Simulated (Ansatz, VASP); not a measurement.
**Two plane-wave programs on Al3Cu**

```
CELL_PARAMETERS angstrom
2.80053 0.00000 0.00000
0.00000 2.75884 0.00000
0.00000 0.00000 7.60296
ATOMIC_POSITIONS crystal
Al 0.00000 0.00000 0.50000
Al 0.50000 0.50000 0.22069
Al 0.50000 0.50000 0.77931
Cu 0.00000 0.00000 0.00000
```

Change from the starting cell: strain +0.0075 x Voigt [1, -1, 0, 0, 0, 0], atoms carried along.

Alike in both runs: task single point; functional PBEsol; k mesh 18 × 18 × 6; occupations gaussian, width 0.15 eV; no spin polarisation.

```csv
,VASP,Ansatz
version,VASP 6.6.1,Ansatz 0.2.0
potentials or method,"VASP PAW PBE potentials, release 64 (Al, Cu), cutoff 520 eV","scalar-relativistic, plane waves, PAW"
valence electrons in the cell,20,28
```

|  | VASP | Ansatz | Ansatz less VASP |
| --- | --- | --- | --- |
| gap on the k mesh at the Fermi level (eV) | none | none | - |
| pressure (GPa) | 0.2 | 0.0 | -0.17 |
| traceless stress, the component that is largest in VASP (GPa) | 1.27 | 1.27 | -0.009 |
| rms of the force components (eV/Å) | 0.025 | 0.017 | -0.0085 |

VASP's potentials were made for PBE, not for PBEsol. Atom by atom the forces differ by 0.009 eV/Å (rms over components). A gap of «none» marks a metal or a gap that the smearing closes. With one functional, cell and mesh, what is left measures potentials, basis and numerics. VASP's potentials hold 20 valence electrons a cell and Ansatz's 28, so a difference there can come from the potentials and not from the codes.
